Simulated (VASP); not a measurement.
# Sn3Te (Pm-3m) in VASP: settings compared

Sn3Te is run at these levels: LDA, PBE; tasks: single point.

Program: VASP 6.6.1. These are calculated values, not measurements. Logs are shortened: lines on timing, memory, paths and dates and some standing lists are left out, and cuts for length are marked.

## 1. The cell of the first run

The structure is cubic, space group Pm-3m (No. 221). The conventional cell has a = 4.930 Å, b = 4.930 Å, c = 4.930 Å, α = 90.00°, β = 90.00°, γ = 90.00°. Te (site symmetry m-3m) has 12 Sn at 3.49 Å within 4.6 Å. Within 4.6 Å of Sn (site symmetry 4/mmm) lie 4 Te at 3.49 Å and 8 Sn at 3.49 Å.

## 2. Single point, LDA

File INCAR:

```
ALGO = Normal
EDIFF = 1E-6
ENCUT = 520
ISIF = 2
ISMEAR = -1
LASPH = True
LCHARG = False
LREAL = False
LWAVE = False
NBANDS = 32
NELM = 100
PREC = Accurate
SIGMA = 0.05
```

File KPOINTS:

```
k-points
0
Gamma
  6 6 6
```

File POSCAR:

```
Sn3Te
1.0
    4.9296506847      0.0000000000      0.0000000000
    0.0000000000      4.9296506847      0.0000000000
    0.0000000000      0.0000000000      4.9296506847
Te Sn
1 3
Direct
    0.0000000000      0.0000000000      0.0000000000
    0.0000000000      0.5000000000      0.5000000000
    0.5000000000      0.0000000000      0.5000000000
    0.5000000000      0.5000000000      0.0000000000
```

Potentials or basis: VASP PAW LDA potentials, release 64 (Te, Sn_d).

Launch:

```
$ cat potpaw_LDA.64/Te/POTCAR potpaw_LDA.64/Sn_d/POTCAR > POTCAR
$ mpirun -np 1 vasp_std > vasp.out
```

OUTCAR:

```text
EDIFF = 1E-6
   ENCUT = 520
   ISIF = 2
   ISMEAR = -1
   LASPH = True
   LREAL = False
   NELM = 100
   PREC = Accurate

 ion  position               nearest neighbor table
   1  0.000  0.000  0.000-   2 3.49   3 3.49   4 3.49   2 3.49   3 3.49   2 3.49   4 3.49   2 3.49
                             3 3.49   4 3.49   3 3.49   4 3.49
   2  0.000  0.500  0.500-   1 3.49   3 3.49   4 3.49   1 3.49   4 3.49   1 3.49   3 3.49   1 3.49
                             3 3.49   4 3.49   4 3.49   3 3.49
   3  0.500  0.000  0.500-   1 3.49   2 3.49   4 3.49   1 3.49   4 3.49   2 3.49   4 3.49   4 3.49
                             1 3.49   2 3.49   1 3.49   2 3.49
   4  0.500  0.500  0.000-   1 3.49   2 3.49   3 3.49   2 3.49   3 3.49   1 3.49   3 3.49   3 3.49
                             1 3.49   2 3.49   2 3.49   1 3.49

  LATTYP: Found a simple cubic cell.
 ALAT       =     4.9296506847

  Lattice vectors:

 A1 = (   4.9296506847,   0.0000000000,   0.0000000000)
 A2 = (   0.0000000000,   4.9296506847,   0.0000000000)
 A3 = (   0.0000000000,   0.0000000000,   4.9296506847)

Analysis of symmetry for initial positions (statically):
=====================================================================
 Subroutine PRICEL returns:
 Original cell was already a primitive cell.

 Routine SETGRP: Setting up the symmetry group for a
 simple cubic supercell.

 Subroutine GETGRP returns: Found 48 space group operations
 (whereof 48 operations were pure point group operations)
 out of a pool of 48 trial point group operations.

The static configuration has the point symmetry O_h .

Analysis of symmetry for dynamics (positions and initial velocities):
=====================================================================
 Subroutine PRICEL returns:
 Original cell was already a primitive cell.

 Routine SETGRP: Setting up the symmetry group for a
 simple cubic supercell.

 Subroutine GETGRP returns: Found 48 space group operations
 (whereof 48 operations were pure point group operations)
 out of a pool of 48 trial point group operations.

The dynamic configuration has the point symmetry O_h .

 Subroutine INISYM returns: Found 48 space group operations
 (whereof 48 operations are pure point group operations),
 and found     1 'primitive' translations

----------------------------------------------------------------------------------------

                                     Primitive cell

  volume of cell :     119.7977
[... 87 lines left out ...]
   NELM   =    100;   NELMIN=  2; NELMDL= -5     # of ELM steps
   EDIFF  = 0.1E-05   stopping-criterion for ELM
   LREAL  =      F    real-space projection
   EDIFFG = 0.1E-04   stopping-criterion for IOM
   NSW    =      0    number of steps for IOM
   IBRION =     -1    ionic relax: 0-MD 1-quasi-New 2-CG
   NFREE  =      0    steps in history (QN), initial steepest desc. (CG)
   ISIF   =      2    stress and relaxation
   ISYM   =      2    0-nonsym 1-usesym 2-fastsym
   POTIM  = 0.5000    time-step for ionic-motion
   TEBEG  =    0.0;   TEEND  =   0.0 temperature during run
   PSTRESS=    0.0 pullay stress
   NELECT =      48.0000    total number of electrons
   NUPDOWN=      -1.0000    fix difference up-down
   EMIN   =  10.00;   EMAX   =-10.00  energy-range for DOS
   EFERMI =   0.00;   METHOD = LEGACY
   ISMEAR =    -1;   SIGMA  =   0.05  broadening in eV -4-tet -1-fermi 0-gaus
   EFERMI_NEDOS =   21; number of points for ismear=-14 and -15
   IALGO  =     38    algorithm
   IMIX   =      4    mixing-type and parameters
     AMIX     =   0.40;   BMIX     =  1.00
     AMIX_MAG =   1.60;   BMIX_MAG =  1.00
  volume/ion in A,a.u.               =      29.95       202.11
  Fermi-wavevector in a.u.,A,eV,Ry     =   1.206903  2.280716 19.818454  1.456615
  Thomas-Fermi vector in A             =   2.342557
   LORBIT       =      0    0 simple, 1 ext, 2 COOP (PROOUT), +10 PAW based schemes
   GGA     = CA    functional components
   LHFCALC =     F    Hartree Fock is set to
   AEXX    =    0.0000 exact exchange contribution
   IVDW    =     0    specifies the selected vdW correction
   LEPSILON=     F    determine dielectric tensor
   LRPA    =     F    only Hartree local field effects (RPA)
 non-spin polarized calculation
  energy-cutoff  :      520.00
  volume of cell :      119.80
 maximum number of plane-waves:      3253
 NGX is ok and might be reduce to    40
   NGX = 19   NGY = 19   NGZ = 19

 number of electron      47.9999972 magnetization

 Free energy of the ion-electron system (eV)
  ---------------------------------------------------
  ext. energy  EPLUGINS =         0.00000000
  ---------------------------------------------------
  free energy    TOTEN  =       -16.79059184 eV

  energy without entropy =      -16.76798651  energy(sigma->0) =      -16.77928917

 E-fermi :   6.9419     XC(G=0): -10.1099

 val. band max:        6.9265338809   @ k =   0.1667   0.0000   0.0000
 cond. band min:       6.9642308969   @ k =   0.1667   0.0000   0.0000
 fundamental gap:      0.0376970159
 Fermi energy:         6.9419258460

 k-point     1 :       0.0000    0.0000    0.0000
  band No.  band energies     occupation
      1     -14.6081      2.00000
      2     -14.6081      2.00000
      3     -14.6081      2.00000
      4     -14.5967      2.00000
      5     -14.5967      2.00000
      6     -14.5668      2.00000
[... 689 lines left out ...]
     31      12.0614      0.00000
     32      14.4879      0.00000

------------------------ aborting loop because EDIFF is reached ----------------------------------------

  FORCE on cell =-STRESS in cart. coord.  units (eV):
  Direction    XX          YY          ZZ          XY          YZ          ZX
  --------------------------------------------------------------------------------------
  -------------------------------------------------------------------------------------
  Total       -3.6336975     -3.6336975     -3.6336975     -0.0000000     -0.0000000      0.0000000
  in kB      -48.5971621    -48.5971621    -48.5971621     -0.0000000     -0.0000000      0.0000000
  external PRESSURE =     -48.5971621 kB  Pullay stress =       0.0000000 kB

 VOLUME and BASIS-vectors are now :
 -----------------------------------------------------------------------------
  energy-cutoff  :      520.00
  volume of cell :      119.80
      direct lattice vectors                 reciprocal lattice vectors
     4.929650685  0.000000000  0.000000000     0.202854130  0.000000000  0.000000000
     0.000000000  4.929650685  0.000000000     0.000000000  0.202854130  0.000000000
     0.000000000  0.000000000  4.929650685     0.000000000  0.000000000  0.202854130

 POSITION                                       TOTAL-FORCE (eV/Angst)
 -----------------------------------------------------------------------------------
      0.00000      0.00000      0.00000         0.000000      0.000000      0.000000
      0.00000      2.46483      2.46483         0.000000      0.000000      0.000000
      2.46483      0.00000      2.46483         0.000000      0.000000      0.000000
      2.46483      2.46483      0.00000         0.000000      0.000000      0.000000
 -----------------------------------------------------------------------------------
    total drift:                               -0.000000     -0.000000     -0.000000

  FREE ENERGIE OF THE ION-ELECTRON SYSTEM (eV)
  ---------------------------------------------------
  free  energy   TOTEN  =       -16.7905918358 eV

  energy  without entropy=      -16.7679865106  energy(sigma->0) =      -16.77928917
```

OSZICAR:

```text
N       E                     dE             d eps       ncg     rms          rms(c)
DAV:   1     0.434003617630E+03    0.43400E+03   -0.23173E+04  1352   0.206E+03
DAV:   2     0.397447220083E+02   -0.39426E+03   -0.38120E+03  1296   0.527E+02
DAV:   3    -0.143624872305E+02   -0.54107E+02   -0.52663E+02  1544   0.170E+02
DAV:   4    -0.167654862844E+02   -0.24030E+01   -0.23980E+01  1392   0.384E+01
DAV:   5    -0.168554075880E+02   -0.89921E-01   -0.89916E-01  1944   0.769E+00    0.629E+00
DAV:   6    -0.168061824493E+02    0.49225E-01   -0.61473E-02  1616   0.239E+00    0.391E+00
DAV:   7    -0.167911836987E+02    0.14999E-01   -0.54615E-02  1560   0.180E+00    0.168E-01
DAV:   8    -0.167906731206E+02    0.51058E-03   -0.66420E-03  1496   0.853E-01    0.128E-01
DAV:   9    -0.167905918939E+02    0.81227E-04   -0.64587E-04  1592   0.257E-01    0.392E-02
DAV:  10    -0.167905917934E+02    0.10047E-06   -0.63942E-05  1688   0.806E-02    0.292E-02
DAV:  11    -0.167905918358E+02   -0.42393E-07   -0.50740E-06  1504   0.197E-02
   1 F= -.16790592E+02 E0= -.16779289E+02  d E =-.226053E-01
```

stdout:

```text
POSCAR found type information on POSCAR TeSn
 POSCAR found :  2 types and       4 ions
 scaLAPACK will be used
 LDA part: xc-table for (Slater(with rela. corr.)+CA(PZ))
 , standard interpolation
 POSCAR, INCAR and KPOINTS ok, starting setup
 FFT: planning ... GRIDC
 FFT: planning ... GRID_SOFT
 FFT: planning ... GRID
 WAVECAR not read
 entering main loop
```

It took 69 s on 1 thread of AMD EPYC 7R43 (Zen 3), shared host; peak memory 0.2 GiB.

Results:

- Free energy: -16.7906 eV
- Pressure: -4.9 GPa
- Band gap on the k mesh: zero (band 24 reaches 9.58 eV, above the bottom of band 25 at 6.66 eV)

Caveat: spin-orbit coupling is left out, which moves the levels of the heavy elements.

## 3. Single point, PBE

File INCAR:

```
PREC = Accurate
ENCUT = 520
EDIFF = 1E-6
ISMEAR = -1
SIGMA = 0.05
LREAL = False
LASPH = True
NELM = 80
ALGO = Normal
ISIF = 2
LWAVE = False
LCHARG = True
GGA = PE
LELF = True
LVHAR = True
NBANDS = 32
```

File KPOINTS:

```
regular mesh
0
Gamma
  6 6 6
```

POSCAR is that of step 2.

Potentials or basis: VASP PAW PBE potentials, release 64 (Te, Sn_d).

Launch:

```
$ cat potpaw_PBE.64/Te/POTCAR potpaw_PBE.64/Sn_d/POTCAR > POTCAR
$ mpirun -np 1 vasp_std > vasp.out
```

Run time: 83 s. Hardware: 1 thread of AMD EPYC 7R43 (Zen 3), shared host; peak memory 0.22 GiB.

It converged, with:

```
Free energy            : -14.3612 eV
Pressure               : -1.3 GPa
Band gap on the k mesh : zero (band 24 reaches 9.86 eV, above the bottom of band 25 at 6.92 eV)
```

Levels at points of the mesh, in eV from the Fermi level:
```
           k point  band 22  band 23  band 24  band 25  band 26  band 27
(0.00, 0.00, 0.00)    -4.03     0.38     0.38     0.38     1.87     1.87
(0.50, 0.00, 0.00)    -1.64    -1.64    -1.48    -0.27     1.69     1.91
(0.50, 0.50, 0.00)    -1.95    -1.86    -0.75    -0.06    -0.06     0.12
(0.50, 0.50, 0.50)    -4.97    -4.14     2.67     2.67     2.67     5.14
```

Caveat: spin-orbit coupling is left out, which moves the levels of the heavy elements.

## 4. Single point, LDA

This run uses another cell than the first one, of 30.53 Å³/atom, 1.019 times its volume.

File INCAR:

```
  PREC = Accurate
  ENCUT = 520
  EDIFF = 1E-6
  ISMEAR = -1
  SIGMA = 0.05
  LREAL = False
  LASPH = True
  NELM = 60
  ALGO = Fast
  ISIF = 2
  LWAVE = False
  LCHARG = True
  GGA = CA
  LELF = True
  LVHAR = True
  NBANDS = 32
```

File KPOINTS:

```
Automatic mesh
0
Gamma
  6 6 6
```

File POSCAR:

```
Sn3Te
1.0
    4.9610505803      0.0000000000      0.0000000000
    0.0000000000      4.9610505803      0.0000000000
    0.0000000000      0.0000000000      4.9610505803
Te Sn
1 3
Direct
    0.0000000000      0.0000000000      0.0000000000
    0.0000000000      0.5000000000      0.5000000000
    0.5000000000      0.0000000000      0.5000000000
    0.5000000000      0.5000000000      0.0000000000
```

Potentials or basis: VASP PAW LDA potentials, release 64 (Te, Sn_d).

Launch:

```
$ cat potpaw_LDA.64/Te/POTCAR potpaw_LDA.64/Sn_d/POTCAR > POTCAR
$ mpirun -np 1 vasp_std > vasp.out
```

OUTCAR:

```text
PREC = Accurate
   ENCUT = 520
   EDIFF = 1E-6
   ISMEAR = -1
   LREAL = False
   LASPH = True
   NELM = 60
   ISIF = 2
   GGA = CA

 ion  position               nearest neighbor table
   1  0.000  0.000  0.000-   2 3.51   3 3.51   4 3.51   2 3.51   3 3.51   2 3.51   4 3.51   2 3.51
                             3 3.51   4 3.51   3 3.51   4 3.51
   2  0.000  0.500  0.500-   1 3.51   3 3.51   4 3.51   1 3.51   4 3.51   1 3.51   3 3.51   1 3.51
                             3 3.51   4 3.51   4 3.51   3 3.51
   3  0.500  0.000  0.500-   1 3.51   2 3.51   4 3.51   1 3.51   4 3.51   2 3.51   4 3.51   4 3.51
                             1 3.51   2 3.51   1 3.51   2 3.51
   4  0.500  0.500  0.000-   1 3.51   2 3.51   3 3.51   2 3.51   3 3.51   1 3.51   3 3.51   3 3.51
                             1 3.51   2 3.51   2 3.51   1 3.51

  LATTYP: Found a simple cubic cell.
 ALAT       =     4.9610505803

  Lattice vectors:

 A1 = (   4.9610505803,   0.0000000000,   0.0000000000)
 A2 = (   0.0000000000,   4.9610505803,   0.0000000000)
 A3 = (   0.0000000000,   0.0000000000,   4.9610505803)

Analysis of symmetry for initial positions (statically):
[... 174 lines left out ...]

 val. band max:        6.7178458286   @ k =   0.1667   0.1667   0.1667
 cond. band min:       6.7373283772   @ k =   0.3333   0.0000   0.0000
 fundamental gap:      0.0194825486
 Fermi energy:         6.7332021980

 k-point     1 :       0.0000    0.0000    0.0000
  band No.  band energies     occupation
      1     -14.8254      2.00000
      2     -14.8254      2.00000
      3     -14.8254      2.00000
      4     -14.8178      2.00000
      5     -14.8178      2.00000
      6     -14.7841      2.00000
[... 689 lines left out ...]
     31      11.7394      0.00000
     32      14.1566      0.00000

------------------------ aborting loop because EDIFF is reached ----------------------------------------

  FORCE on cell =-STRESS in cart. coord.  units (eV):
  Direction    XX          YY          ZZ          XY          YZ          ZX
  --------------------------------------------------------------------------------------
  -------------------------------------------------------------------------------------
  Total       -4.1222480     -4.1222480     -4.1222480      0.0000000      0.0000000      0.0000000
  in kB      -54.0908408    -54.0908408    -54.0908408      0.0000000      0.0000000      0.0000000
  external PRESSURE =     -54.0908408 kB  Pullay stress =       0.0000000 kB

 VOLUME and BASIS-vectors are now :
 -----------------------------------------------------------------------------
  energy-cutoff  :      520.00
  volume of cell :      122.10
      direct lattice vectors                 reciprocal lattice vectors
     4.961050580  0.000000000  0.000000000     0.201570209  0.000000000  0.000000000
     0.000000000  4.961050580  0.000000000     0.000000000  0.201570209  0.000000000
     0.000000000  0.000000000  4.961050580     0.000000000  0.000000000  0.201570209

 POSITION                                       TOTAL-FORCE (eV/Angst)
 -----------------------------------------------------------------------------------
      0.00000      0.00000      0.00000         0.000000      0.000000      0.000000
      0.00000      2.48053      2.48053         0.000000      0.000000      0.000000
      2.48053      0.00000      2.48053         0.000000      0.000000      0.000000
      2.48053      2.48053      0.00000         0.000000      0.000000      0.000000
 -----------------------------------------------------------------------------------
    total drift:                               -0.000000     -0.000000     -0.000000

  FREE ENERGIE OF THE ION-ELECTRON SYSTEM (eV)
  ---------------------------------------------------
  free  energy   TOTEN  =       -16.7170572515 eV

  energy  without entropy=      -16.6947563648  energy(sigma->0) =      -16.70590681
```

Wall time 99 s (1 thread of AMD EPYC 7R43 (Zen 3), shared host); peak memory 0.18 GiB.

Results:

| Item | Value |
| --- | --- |
| Free energy | -16.7171 eV |
| Pressure | -5.4 GPa |
| Band gap on the k mesh | zero (band 24 reaches 9.29 eV, above the bottom of band 25 at 6.42 eV) |

Levels at points of the mesh, in eV from the Fermi level:
```tsv
k point	band 22	band 23	band 24	band 25	band 26	band 27
(0.00, 0.00, 0.00)	-3.93	0.36	0.36	0.36	1.79	1.79
(0.50, 0.00, 0.00)	-1.59	-1.59	-1.43	-0.23	1.58	1.74
(0.50, 0.50, 0.00)	-1.98	-1.85	-0.79	-0.05	-0.05	0.14
(0.50, 0.50, 0.50)	-4.84	-4.03	2.55	2.55	2.55	4.93
```

Caveat: spin-orbit coupling is left out, which moves the levels of the heavy elements.

## 5. Summary

```csv
level,potentials or basis,cell,gap on the mesh (eV),pressure (GPa)
LDA,"VASP PAW LDA potentials, release 64 (Te, Sn_d)","a = 4.930 Å, 4 atoms",none,-4.9
PBE,"VASP PAW PBE potentials, release 64 (Te, Sn_d)","a = 4.930 Å, 4 atoms",none,-1.3
LDA,"VASP PAW LDA potentials, release 64 (Te, Sn_d)","a = 4.961 Å, 4 atoms",none,-5.4
```

Alike in all rows: task single point; no spin polarisation; k mesh 6 × 6 × 6; cutoff (eV) 520; smearing fermi-dirac 0.05 eV.

Caveats: spin-orbit coupling is left out, which moves the levels of the heavy elements.

Total energies depend on the potentials used, so only differences within one code and one set of settings carry meaning.
